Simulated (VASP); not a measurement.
# HfAs4 (P4/mmm) in VASP: notebook, part 2 of 2

VASP 6.6.1. Earlier steps stand in the parts before.

### Step 3. Single point, PBE

This run uses another cell than the first one, of 27.18 Å³/atom, 1.187 times its volume.

Contents of INCAR:

```
PREC     = Accurate       # precision mode
ENCUT    = 520            # plane-wave cutoff, eV
EDIFF    = 1E-6           # SCF threshold, eV
ISMEAR   = 0              # smearing method
SIGMA    = 0.1            # smearing width, eV
LREAL    = False          # projectors in reciprocal space
LASPH    = True           # aspherical terms in the spheres
NELM     = 60             # most SCF steps
ALGO     = Normal         # electronic algorithm
ISIF     = 2              # what is computed and relaxed
LWAVE    = False          # write WAVECAR
LCHARG   = False          # write CHGCAR
GGA      = PE             # functional
NBANDS   = 23             # bands
```

Contents of KPOINTS:

```
regular mesh
0
Gamma
  4 4 4
```

Contents of POSCAR:

```
HfAs4
1.0
    4.5805458200      0.0000000000      0.0000000000
    0.0000000000      4.5805458200      0.0000000000
    0.0000000000      0.0000000000      6.4778700200
Hf As
1 4
Direct
    0.0000000000      0.0000000000      0.0000000000
    0.5000000000      0.0000000000      0.2500000000
    0.0000000000      0.5000000000      0.7500000000
    0.5000000000      0.0000000000      0.7500000000
    0.0000000000      0.5000000000      0.2500000000
```

Potentials or basis: VASP PAW PBE potentials, release 64 (Hf_pv, As).

Started as:

```sh
cat potpaw_PBE.64/Hf_pv/POTCAR potpaw_PBE.64/As/POTCAR > POTCAR
mpirun -np 1 vasp_std > vasp.out
```

It took 52 s on 1 thread of Intel Xeon 6975P-C, shared host; peak memory 0.25 GiB.

Results (log left out):

```yaml
Free_energy: -28.0510 eV
Pressure: -6.5 GPa
Largest_force: 0.228 eV/Å
Band_gap_on_the_k_mesh: zero (band 15 reaches 4.28 eV, above the bottom of band 16 at 2.16 eV)
```

Forces in eV/Å, atoms in the order of the input:
```
Hf   0.000  0.000  0.000
As   0.000  0.000 -0.228
As   0.000  0.000  0.228
As   0.000  0.000  0.228
As   0.000  0.000 -0.228
```

Stress tensor (GPa, compression positive):
```
 -3.97   0.00   0.00
  0.00  -3.97   0.00
  0.00   0.00 -11.57
```

Levels at points of the mesh, in eV from the Fermi level:
| k point | band 13 | band 14 | band 15 | band 16 | band 17 | band 18 |
| --- | --- | --- | --- | --- | --- | --- |
| (0.00, 0.00, 0.00) | -2.60 | 0.75 | 1.39 | 1.72 | 1.72 | 1.74 |
| (0.50, 0.00, 0.00) | -1.49 | -1.22 | -0.43 | 0.11 | 0.18 | 0.94 |
| (0.50, 0.50, 0.00) | -2.62 | -0.35 | 0.98 | 0.98 | 1.11 | 1.49 |
| (0.00, 0.00, 0.50) | -1.74 | -0.90 | 0.64 | 1.30 | 1.30 | 1.32 |
| (0.50, 0.00, 0.50) | -1.10 | -1.05 | -0.94 | -0.73 | -0.66 | -0.50 |
| (0.50, 0.50, 0.50) | -1.32 | -0.71 | -0.71 | -0.28 | 1.43 | 2.52 |

Caveat: spin-orbit coupling is left out, which moves the levels of the heavy elements; this functional lacks dispersion, which binds the layers, so the pressure and a relaxed spacing across them are unreliable.

### Step 4. Single point, PBE

This run uses another cell than the first one, of 22.75 Å³/atom, 0.994 times its volume.

Contents of INCAR:

```
SYSTEM = HfAs4
PREC = Accurate
ENCUT = 520
EDIFF = 1E-7
ISMEAR = 0
SIGMA = 0.1
LREAL = .FALSE.
LASPH = .TRUE.
NELM = 100
ALGO = Normal
ISIF = 2
LWAVE = .FALSE.
LCHARG = .TRUE.
GGA = PE
LELF = .TRUE.
LVHAR = .TRUE.
NBANDS = 23
```

Contents of KPOINTS:

```
Automatic mesh
0
G
  8 8 8
  0 0 0
```

Contents of POSCAR:

```
HfAs4
1.0
    4.4965227408      0.0000000000      0.0000000000
    0.0000000000      4.4965227408      0.0000000000
    0.0000000000      0.0000000000      5.6269902834
Hf As
1 4
Direct
    0.0000000000      0.0000000000      0.0000000000
    0.5000000000      0.0000000000      0.2796990018
    0.0000000000      0.5000000000      0.7203009982
    0.5000000000      0.0000000000      0.7203009982
    0.0000000000      0.5000000000      0.2796990018
```

Started as:

```sh
cat potpaw_PBE.64/Hf_pv/POTCAR potpaw_PBE.64/As/POTCAR > POTCAR
mpirun -np 1 vasp_std > vasp.out
```

Wall time 3 min (1 thread of Intel Xeon 6975P-C, shared host); peak memory 0.34 GiB.

The run converged. Its results:

```
Free energy            : -29.1657 eV
Pressure               : 0.0 GPa
Largest force          : 0.038 eV/Å
Band gap on the k mesh : zero (band 15 reaches 5.82 eV, above the bottom of band 16 at 3.51 eV)
```

Forces on the atoms (eV/Å):
```
Hf   0.000  0.000  0.000
As   0.000  0.000 -0.038
As   0.000  0.000  0.038
As   0.000  0.000  0.038
As   0.000  0.000 -0.038
```

Stress tensor (GPa, compression positive):
```
-0.12  0.00  0.00
 0.00 -0.12  0.00
 0.00  0.00  0.12
```

Levels at points of the mesh, in eV from the Fermi level:
| k point | band 12 | band 13 | band 14 | band 15 | band 16 | band 17 | band 18 | band 19 |
| --- | --- | --- | --- | --- | --- | --- | --- | --- |
| (0.00, 0.00, 0.00) | -3.20 | -3.20 | 0.22 | 0.90 | 0.90 | 1.03 | 2.18 | 2.18 |
| (0.50, 0.00, 0.00) | -2.57 | -2.44 | -2.24 | -0.02 | 0.40 | 0.62 | 0.97 | 2.17 |
| (0.50, 0.50, 0.00) | -2.93 | -2.47 | -0.88 | 0.64 | 0.76 | 2.18 | 2.28 | 2.28 |
| (0.00, 0.00, 0.50) | -2.47 | -2.00 | -0.49 | 0.42 | 0.48 | 0.48 | 1.09 | 1.89 |
| (0.50, 0.00, 0.50) | -1.77 | -1.60 | -1.57 | -1.51 | -0.99 | -0.70 | -0.69 | 0.56 |
| (0.50, 0.50, 0.50) | -2.54 | -2.54 | -0.56 | 0.84 | 0.84 | 1.32 | 2.02 | 2.61 |

Caveat: spin-orbit coupling is left out, which moves the levels of the heavy elements.

### Step 5. Relaxation of cell and atoms, PBE

This run uses another cell than the first one, of 27.18 Å³/atom, 1.187 times its volume.

Contents of INCAR:

```
PREC = Accurate ; ENCUT = 600
EDIFF = 1E-6 ; ISMEAR = 0
SIGMA = 0.1 ; LREAL = False
LASPH = True ; NELM = 60
ALGO = Normal ; ISIF = 3
LWAVE = False ; LCHARG = False
GGA = PE ; IBRION = 2
NSW = 90 ; EDIFFG = -0.04
```

Contents of KPOINTS:

```
regular mesh
0
Gamma
  4 4 4
```

Contents of POSCAR:

```
HfAs4
1.0
    4.5805458200      0.0000000000      0.0000000000
    0.0000000000      4.5805458200      0.0000000000
    0.0000000000      0.0000000000      6.4778700200
Hf As
1 4
Direct
    0.0000000000      0.0000000000      0.0000000000
    0.5000000000      0.0000000000      0.2500000000
    0.0000000000      0.5000000000      0.7500000000
    0.5000000000      0.0000000000      0.7500000000
    0.0000000000      0.5000000000      0.2500000000
```

Started as:

```sh
cat potpaw_PBE.64/Hf_pv/POTCAR potpaw_PBE.64/As/POTCAR > POTCAR
mpirun -np 1 vasp_std > vasp.out
```

Wall time 10 min (1 thread of Intel Xeon 6975P-C, shared host); peak memory 0.33 GiB.

The run converged. Its results:

* Free energy: -29.1994 eV
* Relaxed volume: 22.90 Å³/atom
* Relaxed cell: a = 4.531 Å, b = 4.531 Å, c = 5.578 Å, α = 90.00°, β = 90.00°, γ = 90.00°
* Space group after relaxing (to 0.05 Å): P4/mmm (No. 123)
* Energy gained by relaxing: 229.6 meV/atom
* Ionic steps: 15
* Pressure after relaxing: 0.0 GPa
* Largest force after relaxing: 0.007 eV/Å
* Band gap on the k mesh: zero (band 15 reaches 5.58 eV, above the bottom of band 16 at 3.57 eV)

Forces in eV/Å, atoms in the order of the input:
```
Hf   0.000  0.000  0.000
As   0.000  0.000  0.007
As   0.000  0.000 -0.007
As   0.000  0.000 -0.007
As   0.000  0.000  0.007
```

Stress tensor (GPa, compression positive):
```
-0.11  0.00  0.00
 0.00 -0.11  0.00
 0.00  0.00  0.25
```

The path:
```csv
step,energy change (eV),largest force (eV/Å),pressure (GPa),volume (Å³)
1,0.0000,0.2278,-6.51,135.91
2,-0.5754,0.7672,3.97,115.17
3,-0.5872,0.6051,2.26,117.46
4,-0.8029,0.6589,2.91,115.38
5,-0.8034,0.6444,2.89,115.44
6,-0.8863,0.5949,-2.48,122.11
7,-0.8877,0.6154,-1.86,121.22
8,-0.9972,0.4434,-2.88,121.05
9,-0.9028,1.2697,-2.47,120.55
10,-1.0491,0.2986,-3.26,120.92
11,-1.0475,0.4013,-3.16,120.71
12,-1.0676,0.0710,-3.31,120.83
13,-1.1129,0.3583,1.44,113.25
14,-1.1284,0.1860,-0.27,115.67
15,-1.1481,0.0067,0.01,114.52
```

Final structure:
```cif
data_structure
_symmetry_space_group_name_H-M 'P 1'
_symmetry_Int_Tables_number 1
_cell_length_a 4.5312
_cell_length_b 4.5312
_cell_length_c 5.5775
_cell_angle_alpha 90.000
_cell_angle_beta 90.000
_cell_angle_gamma 90.000
_cell_volume 114.52
loop_
_atom_site_label
_atom_site_type_symbol
_atom_site_fract_x
_atom_site_fract_y
_atom_site_fract_z
_atom_site_occupancy
Hf1 Hf 0.00000 0.00000 0.00000 1
As1 As 0.50000 0.00000 0.27878 1
As2 As 0.00000 0.50000 0.72122 1
As3 As 0.50000 0.00000 0.72122 1
As4 As 0.00000 0.50000 0.27878 1
```

Levels at points of the mesh, in eV from the Fermi level:
```
           k point  band 10  band 11  band 12  band 13  band 14  band 15  band 16  band 17  band 18  band 19
(0.00, 0.00, 0.00)    -3.98    -3.98    -3.16    -3.16     0.20     0.75     0.75     0.95     2.15     2.15
(0.50, 0.00, 0.00)    -3.87    -2.76    -2.56    -2.50    -2.31    -0.02     0.44     0.63     0.88     2.25
(0.50, 0.50, 0.00)    -4.49    -4.49    -2.83    -2.35    -1.04     0.55     0.81     2.00     2.31     2.31
(0.00, 0.00, 0.50)    -2.47    -2.47    -2.45    -1.91    -0.45     0.39     0.39     0.47     1.02     1.91
(0.50, 0.00, 0.50)    -2.64    -2.25    -1.80    -1.62    -1.58    -1.43    -1.03    -0.74    -0.67     0.63
(0.50, 0.50, 0.50)    -4.57    -4.30    -2.46    -2.46    -0.71     0.88     0.88     1.25     1.87     2.46
```

Caveat: the volume moved by over 15 % at a fixed basis, so the end points are rough; spin-orbit coupling is left out, which moves the levels of the heavy elements; this functional lacks dispersion, which binds the layers, so the pressure and a relaxed spacing across them are unreliable.

### Step 6. The runs side by side

| task | cell | k mesh | cutoff (eV) | gap on the mesh (eV) | pressure (GPa) | largest force (eV/Å) |
| --- | --- | --- | --- | --- | --- | --- |
| single point | a = 4.528, b = 4.528, c = 5.585 Å, 5 atoms | 4 × 4 × 4 | 520 | none | 0.0 | 0.04 |
| single point | a = 4.581, b = 4.581, c = 6.478 Å, 5 atoms | 4 × 4 × 4 | 520 | none | -6.5 | 0.23 |
| single point | a = 4.497, b = 4.497, c = 5.627 Å, 5 atoms | 8 × 8 × 8 | 520 | none | 0.0 | 0.04 |
| relaxation of cell and atoms | relaxed from a = 4.581, b = 4.581, c = 6.478 Å, 5 atoms | 4 × 4 × 4 | 600 | none | 0.0 | 0.01 |

Alike in all rows: level PBE; potentials or basis VASP PAW PBE potentials, release 64 (Hf_pv, As); no spin polarisation; smearing gaussian 0.1 eV.

Caveats: spin-orbit coupling is left out, which moves the levels of the heavy elements; this functional lacks dispersion, which binds the layers, so the pressure and a relaxed spacing across them are unreliable (some runs); the volume moved by over 15 % at a fixed basis, so the end points are rough (some runs).

Absolute energies hang on the potentials; compare differences alone.
